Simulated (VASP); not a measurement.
The system is HfB2.

```
Hf B
1.0
     3.14000    0.00000    0.00000
    -1.57000    2.71932    0.00000
     0.00000    0.00000    3.48000
Hf B
1 2
Direct
  0.00000 0.00000 0.00000
  0.66667 0.33333 0.50000
  0.33333 0.66667 0.50000
```

* Program: VASP 6.6.1
* Task: relaxation of cell and atoms
* Functional: RPBE
* Potentials or basis: VASP PAW PBE potentials, release 64 (Hf_pv, B)
* Cutoff: 600 eV
* k mesh: 10 × 10 × 8
* Occupations: fermi-dirac, width 0.05 eV
* Spin: no spin polarisation

At the start: pressure 5.1 GPa; volume 9.90 Å³/atom.

Question: Where does the relaxation end?

Answer: Over 5 steps the energy falls by 3.2 meV/atom and the volume is 10.10 Å³/atom (+2.0 %); space group P6/mmm (No. 191, to 0.05 Å).

The path:
```
step  energy change (eV)  largest force (eV/Å)  pressure (GPa)  volume (Å³)
   1              0.0000                0.0000            5.10        29.71
   2              0.0047                0.0000           -5.81        31.09
   3             -0.0095                0.0000           -0.05        30.32
   4             -0.0095                0.0000            0.06        30.31
   5             -0.0096                0.0000            0.09        30.31
```

Final structure:
```
Hf B
1.0
     3.15794    0.00000    0.00000
    -1.57897    2.73485    0.00000
     0.00000    0.00000    3.51003
Hf B
1 2
Direct
  0.00000 0.00000 0.00000
  0.66667 0.33333 0.50000
  0.33333 0.66667 0.50000
```

Caveat: the PAW data sets were made with another functional, which shifts forces and pressure a little.
